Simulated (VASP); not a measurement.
Li: single point with PBE

The system is Li.

```
Li
1.0
    -1.90724    1.90724    1.11746
     1.90724   -1.90724    1.11746
     1.90724    1.90724   -1.11746
Li
2
Direct
  0.62500 0.87500 0.75000
  0.37500 0.12500 0.25000
```

| Property | Result |
| --- | --- |
| Program | VASP 6.6.1 |
| Task | single point |
| Functional | PBE |
| Potentials or basis | VASP PAW PBE potentials, release 64 (Li_sv) |
| Cutoff | 520 eV |
| k mesh | 15 × 15 × 15 |
| Occupations | fermi-dirac, width 0.08 eV |
| Spin | no spin polarisation |

```
Band gap on the k mesh : zero (bands 3 and 4 overlap by 3.33 eV)
```

Levels at points of the mesh, in eV from the Fermi level:
```tsv
k point	band 1	band 2	band 3	band 4	band 5	band 6	band 7	band 8
(0.00, 0.00, 0.00)	-46.01	-45.19	-3.71	7.54	7.54	11.11	19.13	23.38
```

Wall time 19 s on 1 thread of Intel(R) Xeon(R) 6975P-C (Granite Rapids), with other jobs on the host, peak memory 0.15 GiB.
